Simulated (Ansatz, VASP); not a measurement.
SiC3 in VASP and in Ansatz

File INCAR:

```
SYSTEM = SiC3
PREC = Accurate
ENCUT = 600
EDIFF = 1E-6
ISMEAR = 0
SIGMA = 0.1
LREAL = .False.
LASPH = .True.
NELM = 200
ALGO = Normal
ISIF = 2
LWAVE = .False.
LCHARG = .True.
ISPIN = 2
MAGMOM = 0 1 1 1
LORBIT = 11
GGA = PE
LELF = .True.
LVHAR = .True.
NBANDS = 20
GGA_COMPAT = .False.
```

Contents of KPOINTS:

```
Automatic mesh
0
Gamma
  6 6 2
  0 0 0
```

POSCAR

```
SiC3
1.0
    2.8370899409      0.0000000000      0.0000000000
   -1.4185449705      2.4569919617      0.0000000000
    0.0000000000      0.0000000000      8.3179110162
Si C
1 3
Direct
    0.6666666667      0.3333333333      0.5000000000
    0.3333333333      0.6666666667      0.0000000000
    0.3333333333      0.6666666667      0.5000000000
    0.6666666667      0.3333333333      0.0000000000
```

Input for Ansatz:

```yaml
crystal:
  lattice:
    - [2.8370899409, 0.0, 0.0]
    - [-1.4185449705, 2.4569919617, 0.0]
    - [0.0, 0.0, 8.3179110162]
  atoms:
    - { symbol: Si, position: [0.6666666667, 0.3333333333, 0.5] }
    - { symbol: C, position: [0.3333333333, 0.6666666667, 0.0], spin: 1.0 }
    - { symbol: C, position: [0.3333333333, 0.6666666667, 0.5], spin: 1.0 }
    - { symbol: C, position: [0.6666666667, 0.3333333333, 0.0], spin: 1.0 }
basis:
  ecutwfc: 420
kpoints:
  mp_grid: { grid: [6, 6, 2] }
hamiltonian:
  xc: pbe
scf:
  occupations: { method: gaussian, width: 0.1 }
  lower_state_search: "off"
output:
  forces: true
  stress: true
  eigenvalues: true
  populations: true
magnetization:
  spin_polarized: true
```

Alike in both runs: task single point; functional PBE; k mesh 6 × 6 × 2; occupations gaussian, width 0.1 eV; collinear spin.

|  | VASP | Ansatz |
| --- | --- | --- |
| version | VASP 6.6.1 | Ansatz 0.2.0 |
| potentials or method | VASP PAW PBE potentials, release 64 (Si, C), cutoff 600 eV | scalar-relativistic, plane waves, PAW |
| valence electrons in the cell | 16 | 16 |

|  | VASP | Ansatz | Ansatz less VASP |
| --- | --- | --- | --- |
| pressure (GPa) | 0.1 | 0.3 | +0.15 |
| net moment per atom (μB) | 0.00 | 0.00 | 0.000 |
| size of the moment on the site where the two differ most (μB) | 0.06 | 0.05 | -0.008 |

Site moments also hang on the region over which each program counts them. The functional is the same, so the differences come from potentials, cutoffs and numerics. Ansatz's warnings: seeded moment not kept.

The k mesh is coarse, so the values compare programs but aren't converged.
